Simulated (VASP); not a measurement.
# TiAl3 (P1) in VASP: single point with PBEsol

Aim: the single point of TiAl3 with PBEsol.

Everything below comes from runs of VASP 6.6.1. Logs are shortened: lines on timing, memory, paths and dates and some standing lists are left out, and cuts for length are marked.

### Step 1. The cell of the first run

The typed cell holds 4 atoms: a = 3.948 Å, b = 3.859 Å, c = 3.804 Å, α = 91.41°, β = 93.25°, γ = 93.46°.

### Step 2. Single point, PBEsol (atoms moved at random and the cell strained at random)

Input file INCAR:

```
SYSTEM = TiAl3
ALGO     = Fast           ! electronic algorithm
EDIFF    = 1E-6           ! SCF threshold, eV
ENCUT    = 520            ! plane-wave cutoff, eV
GGA      = PS             ! functional
ISIF     = 2              ! what is computed and relaxed
ISMEAR   = 0              ! smearing method
LASPH    = .TRUE.         ! aspherical terms in the spheres
LCHARG   = .TRUE.         ! write CHGCAR
LELF     = .TRUE.         ! ELF
LREAL    = .FALSE.        ! projectors in reciprocal space
LVHAR    = .TRUE.       
LWAVE    = .FALSE.        ! write WAVECAR
NBANDS   = 18             ! bands
NELM     = 80             ! most SCF steps
PREC     = Accurate       ! precision mode
SIGMA    = 0.1            ! smearing width, eV
```

Input file KPOINTS:

```
k-points
0
G
  10 10 10
  0 0 0
```

Input file POSCAR:

```
TiAl3
1.0
    3.9449118242     -0.1186701375     -0.1106401249
   -0.1186701375      3.8570168090     -0.0488920966
   -0.1106401249     -0.0488920966      3.8024681025
Ti Al
1 3
Direct
    0.0293401531      0.0323257399     -0.0165231122
    0.5126147996      0.5202039034     -0.0451680609
    0.4311570697     -0.0142251457      0.4980104514
    0.0268879776      0.4616955024      0.5636781937
```

Potentials or basis: VASP PAW PBE potentials, release 64 (Ti_sv, Al).

Started as:

```
$ cat potpaw_PBE.64/Ti_sv/POTCAR potpaw_PBE.64/Al/POTCAR > POTCAR
$ mpirun -np 1 vasp_std > vasp.out
```

OUTCAR:

```text
SYSTEM = TiAl3
   EDIFF = 1E-6
   ENCUT = 520
   GGA = PS
   ISIF = 2
   ISMEAR = 0
   LASPH = .TRUE.
   LREAL = .FALSE.
   NELM = 80
   PREC = Accurate

 ion  position               nearest neighbor table
   1  0.029  0.032  0.983-   4 2.33   3 2.47   3 2.51   2 2.61   4 2.69   4 2.73   2 2.75   2 2.83
                             2 2.86   3 2.91
   2  0.513  0.520  0.955-   4 2.36   3 2.55   4 2.60   1 2.61   3 2.66   1 2.75   3 2.75   1 2.83
                             1 2.86   3 2.97   4 3.01   4 3.09
   3  0.431  0.986  0.498-   1 2.47   1 2.51   4 2.52   4 2.53   2 2.55   2 2.66   2 2.75   4 2.89
                             1 2.91   2 2.97   4 3.20
   4  0.027  0.462  0.564-   1 2.33   2 2.36   3 2.52   3 2.53   2 2.60   1 2.69   1 2.73   3 2.89
                             2 3.01   2 3.09   3 3.20

  LATTYP: Found a triclinic cell.
 ALAT       =     5.3253460341
 B/A-ratio  =     0.7414066276
 C/A-ratio  =     1.0300474458
 COS(alpha) =     0.0031895325
 COS(beta)  =     0.5102053799
 COS(gamma) =     0.7009149538

  Lattice vectors:

 A1 = (  -3.8342716993,   0.1675622341,  -3.6918279776)
 A2 = (  -3.9449118242,   0.1186701375,   0.1106401249)
 A3 = (  -0.0080300126,   3.9059089056,  -3.8513601991)

Analysis of symmetry for initial positions (statically):
=====================================================================
 Subroutine PRICEL returns:
 Original cell was already a primitive cell.

 Routine SETGRP: Setting up the symmetry group for a
 triclinic supercell.

 Subroutine GETGRP returns: Found  1 space group operations
 (whereof  1 operations were pure point group operations)
 out of a pool of  2 trial point group operations.

The static configuration has the point symmetry C_1 .

Analysis of symmetry for dynamics (positions and initial velocities):
=====================================================================
 Subroutine PRICEL returns:
 Original cell was already a primitive cell.

 Routine SETGRP: Setting up the symmetry group for a
 triclinic supercell.

 Subroutine GETGRP returns: Found  1 space group operations
 (whereof  1 operations were pure point group operations)
 out of a pool of  2 trial point group operations.

The dynamic configuration has the point symmetry C_1 .

 Subroutine INISYM returns: Found  1 space group operations
 (whereof  1 operations are pure point group operations),
 and found     1 'primitive' translations

----------------------------------------------------------------------------------------

                                     Primitive cell

  volume of cell :      57.7453

  direct lattice vectors                    reciprocal lattice vectors
     3.944911824 -0.118670137 -0.110640125     0.253939058  0.007907980  0.007490526
    -0.118670137  3.857016809 -0.048892097     0.007907980  0.259556261  0.003567470
    -0.110640125 -0.048892097  3.802468102     0.007490526  0.003567470  0.263250906

  length of vectors
     3.948246844  3.859151682  3.804391587     0.254172558  0.259701205  0.263381614

  position of ions in fractional coordinates (direct lattice)
     0.029340153  0.032325740  0.983476888
     0.512614800  0.520203903  0.954831939
     0.431157070  0.985774854  0.498010451
     0.026887978  0.461695502  0.563678194

  ion indices of the primitive-cell ions
   primitive index   ion index
                 1           1
                 2           2
                 3           3
                 4           4

----------------------------------------------------------------------------------------

 KPOINTS: k-points

Automatic generation of k-mesh.
 Grid dimensions read from file:
 generate k-points for:   10   10   10

 Generating k-lattice:

  Cartesian coordinates                     Fractional coordinates (reciprocal lattice)
     0.025393906  0.000790798  0.000749053     0.100000000 -0.000000000 -0.000000000
     0.000790798  0.025955626  0.000356747     0.000000000  0.100000000  0.000000000
     0.000749053  0.000356747  0.026325091     0.000000000  0.000000000  0.100000000

  Length of vectors
     0.025417256  0.025970120  0.026338161

  Shift w.r.t. Gamma in fractional coordinates (k-lattice)
     0.000000000  0.000000000  0.000000000

 Subroutine IBZKPT returns following result:
 ===========================================

 Found    504 irreducible k-points:

 Following reciprocal coordinates:
            Coordinates               Weight
  0.000000  0.000000  0.000000      1.000000
  0.100000 -0.000000 -0.000000      2.000000
  0.200000 -0.000000 -0.000000      2.000000
  0.300000 -0.000000  0.000000      2.000000
  0.400000 -0.000000  0.000000      2.000000
  0.500000 -0.000000  0.000000      1.000000
[... 16 lines left out ...]
 -0.400000  0.200000  0.000000      2.000000
 -0.300000  0.200000  0.000000      2.000000
 [... further k-points ...]
   k-points           NKPTS =    504   k-points in BZ     NKDIM =    504   number of bands    NBANDS=     18
   number of dos      NEDOS =    301   number of ions     NIONS =      4
   total plane-waves  NPLWV =  25200
   dimension x,y,z NGX =    30 NGY =   30 NGZ =   28
   dimension x,y,z NGXF=    60 NGYF=   60 NGZF=   56
   ions per type =               1   3
   NGX,Y,Z   is equivalent  to a cutoff of  12.63, 12.92, 12.24 a.u.
   NGXF,Y,Z  is equivalent  to a cutoff of  25.26, 25.85, 24.47 a.u.
 SYSTEM =  TiAl3
   PREC   = accura    normal or accurate (medium, high low for compatibility)
   ISTART =      0    job   : 0-new  1-cont  2-samecut
   ICHARG =      2    charge: 1-file 2-atom 10-const
   ISPIN  =      1    spin polarized calculation?
   LNONCOLLINEAR =      F non collinear calculations
   LSORBIT =      F    spin-orbit coupling
   LASPH  =      T    aspherical Exc in radial PAW
   ENCUT  =  520.0 eV  38.22 Ry    6.18 a.u.   7.34  7.18  7.07*2*pi/ulx,y,z
   NELM   =     80;   NELMIN=  2; NELMDL= -5     # of ELM steps
   EDIFF  = 0.1E-05   stopping-criterion for ELM
   LREAL  =      F    real-space projection
   EDIFFG = 0.1E-04   stopping-criterion for IOM
   NSW    =      0    number of steps for IOM
   IBRION =     -1    ionic relax: 0-MD 1-quasi-New 2-CG
   NFREE  =      0    steps in history (QN), initial steepest desc. (CG)
   ISIF   =      2    stress and relaxation
   ISYM   =      2    0-nonsym 1-usesym 2-fastsym
   POTIM  = 0.5000    time-step for ionic-motion
   TEBEG  =    0.0;   TEEND  =   0.0 temperature during run
   PSTRESS=    0.0 pullay stress
   NELECT =      21.0000    total number of electrons
   NUPDOWN=      -1.0000    fix difference up-down
   EMIN   =  10.00;   EMAX   =-10.00  energy-range for DOS
   EFERMI =   0.00;   METHOD = LEGACY
   ISMEAR =     0;   SIGMA  =   0.10  broadening in eV -4-tet -1-fermi 0-gaus
   EFERMI_NEDOS =   21; number of points for ismear=-14 and -15
   IALGO  =     68    algorithm
   IMIX   =      4    mixing-type and parameters
     AMIX     =   0.40;   BMIX     =  1.00
     AMIX_MAG =   1.60;   BMIX_MAG =  1.00
  volume/ion in A,a.u.               =      14.44        97.42
  Fermi-wavevector in a.u.,A,eV,Ry     =   1.168537  2.208214 18.578454  1.365478
  Thomas-Fermi vector in A             =   2.305022
   LORBIT       =      0    0 simple, 1 ext, 2 COOP (PROOUT), +10 PAW based schemes
   GGA     = PS    functional components
   LHFCALC =     F    Hartree Fock is set to
   AEXX    =    0.0000 exact exchange contribution
   IVDW    =     0    specifies the selected vdW correction
   LEPSILON=     F    determine dielectric tensor
   LRPA    =     F    only Hartree local field effects (RPA)
 non-spin polarized calculation
 RMM-DIIS sequential band-by-band and
 Gauss-broadening in eV      SIGMA  =   0.10
  energy-cutoff  :      520.00
  volume of cell :       57.75
 maximum number of plane-waves:      1575
 NGX is ok and might be reduce to    30
   NGX = 15   NGY = 15   NGZ = 15

 number of electron      21.0000004 magnetization

 Free energy of the ion-electron system (eV)
  ---------------------------------------------------
  ext. energy  EPLUGINS =         0.00000000
  ---------------------------------------------------
  free energy    TOTEN  =       -20.30856576 eV

  energy without entropy =      -20.29781870  energy(sigma->0) =      -20.30319223

 E-fermi :   9.6984     XC(G=0): -11.1505

 val. band max:        9.6971851079   @ k =   0.0000  -0.4000   0.3000
 cond. band min:       9.6996069761   @ k =   0.0000   0.0000   0.0000
 fundamental gap:      0.0024218682
 Fermi energy:         9.6984036181

 k-point     1 :       0.0000    0.0000    0.0000
  band No.  band energies     occupation
      1     -46.6937      2.00000
      2     -23.1907      2.00000
      3     -23.1551      2.00000
      4     -23.1081      2.00000
      5      -1.4908      2.00000
      6       6.1699      2.00000
[... 10 lines left out ...]
     17      15.3513      0.00000
     18      15.8445      0.00000

 k-point     2 :       0.1000   -0.0000   -0.0000
  band No.  band energies     occupation
      1     -46.6936      2.00000
      2     -23.1917      2.00000
      3     -23.1557      2.00000
      4     -23.1085      2.00000
      5      -1.3944      2.00000
      6       5.5191      2.00000
[... 10 lines left out ...]
     17      15.3180      0.00000
     18      15.6628      0.00000

 k-point     3 :       0.2000   -0.0000   -0.0000
  band No.  band energies     occupation
      1     -46.6934      2.00000
      2     -23.1945      2.00000
      3     -23.1571      2.00000
      4     -23.1094      2.00000
      5      -1.1089      2.00000
      6       4.3552      2.00000
[... 10 lines left out ...]
     17      14.8377      0.00000
     18      15.3720      0.00000

 k-point     4 :       0.3000   -0.0000    0.0000
  band No.  band energies     occupation
      1     -46.6931      2.00000
      2     -23.1985      2.00000
      3     -23.1586      2.00000
      4     -23.1103      2.00000
      5      -0.6493      2.00000
      6       3.1883      2.00000
[... 10 lines left out ...]
     17      14.3412      0.00000
     18      15.6783      0.00000

 k-point     5 :       0.4000   -0.0000    0.0000
  band No.  band energies     occupation
      1     -46.6928      2.00000
      2     -23.2021      2.00000
      3     -23.1596      2.00000
      4     -23.1108      2.00000
      5      -0.0645      2.00000
      6       2.1589      2.00000
[... 10 lines left out ...]
     17      13.7627      0.00000
     18      15.5927      0.00000

 k-point     6 :       0.5000   -0.0000    0.0000
  band No.  band energies     occupation
      1     -46.6927      2.00000
      2     -23.2035      2.00000
      3     -23.1599      2.00000
      4     -23.1110      2.00000
      5       0.3437      2.00000
      6       1.5998      2.00000
[... 307 lines left out ...]
 k-point    21 :       0.4000    0.2000   -0.0000
  band No.  band energies     occupation
      1     -46.6924      2.00000
      2     -23.2014      2.00000
      3     -23.1665      2.00000
      4     -23.1127      2.00000
      5       0.3697      2.00000
      6       2.4201      2.00000
[... 10 lines left out ...]
     17      14.7052      0.00000
     18      15.1644      0.00000

 k-point    22 :       0.5000    0.2000    0.0000
  band No.  band energies     occupation
      1     -46.6923      2.00000
      2     -23.2026      2.00000
      3     -23.1669      2.00000
      4     -23.1127      2.00000
      5       0.6756      2.00000
      6       1.9980      2.00000
[... 10 lines left out ...]
     17      14.6348      0.00000
     18      15.3149      0.00000

 k-point    23 :      -0.4000    0.2000    0.0000
  band No.  band energies     occupation
      1     -46.6924      2.00000
      2     -23.2011      2.00000
      3     -23.1667      2.00000
      4     -23.1124      2.00000
      5       0.2278      2.00000
      6       2.6243      2.00000
[... 10 lines left out ...]
     17      14.6129      0.00000
     18      15.4638      0.00000

 k-point    24 :      -0.3000    0.2000    0.0000
  band No.  band energies     occupation
      1     -46.6926      2.00000
      2     -23.1977      2.00000
      3     -23.1659      2.00000
      4     -23.1117      2.00000
      5      -0.3289      2.00000
      6       3.6456      2.00000
[... 10 lines left out ...]
     17      14.7790      0.00000
     18      15.5681      0.00000

 [... further k-points ...]
[... 5 lines left out ...]
  --------------------------------------------------------------------------------------
  -------------------------------------------------------------------------------------
  Total        5.7494509      6.5804052      8.4693820      1.4013257     -1.4985049      2.6026350
  in kB      159.5218347    182.5771418    234.9878925     38.8805894    -41.5768840     72.2116097
  external PRESSURE =     192.3622897 kB  Pullay stress =       0.0000000 kB

 VOLUME and BASIS-vectors are now :
 -----------------------------------------------------------------------------
  energy-cutoff  :      520.00
  volume of cell :       57.75
      direct lattice vectors                 reciprocal lattice vectors
     3.944911824 -0.118670137 -0.110640125     0.253939058  0.007907980  0.007490526
    -0.118670137  3.857016809 -0.048892097     0.007907980  0.259556261  0.003567470
    -0.110640125 -0.048892097  3.802468102     0.007490526  0.003567470  0.263250906

 POSITION                                       TOTAL-FORCE (eV/Angst)
 -----------------------------------------------------------------------------------
      0.00310      0.07311      3.73481        -2.232268     -2.257572      1.722572
      1.85484      1.89892      3.54857         1.352543     -0.072273      2.419576
      1.52879      3.72664      1.79777         3.105029      0.428216     -0.609769
     -0.01108      1.75002      2.11782        -2.225304      1.901630     -3.532379
 -----------------------------------------------------------------------------------
    total drift:                               -0.003411     -0.002403      0.003130

  FREE ENERGIE OF THE ION-ELECTRON SYSTEM (eV)
  ---------------------------------------------------
  free  energy   TOTEN  =       -20.3085657597 eV

  energy  without entropy=      -20.2978186980  energy(sigma->0) =      -20.30319223
```

Run time: 7.1 min. Hardware: 1 thread of Intel Xeon 6975P-C (Granite Rapids), shared host; peak memory 0.55 GiB.

Results:

```yaml
Free_energy: -20.3086 eV
Pressure: 19.2 GPa
Largest_force: 4.588 eV/Å
```

Forces on the atoms (eV/Å):
```
Ti  -2.232 -2.258  1.723
Al   1.353 -0.072  2.420
Al   3.105  0.428 -0.610
Al  -2.225  1.902 -3.532
```

Stress tensor (GPa, compression positive):
```
15.95  3.89  7.22
 3.89 18.26 -4.16
 7.22 -4.16 23.50
```

Caveat: the cell differs from its parent crystal (atoms moved at random and the cell strained at random); the PAW data sets were made with another functional, which shifts forces and pressure a little.
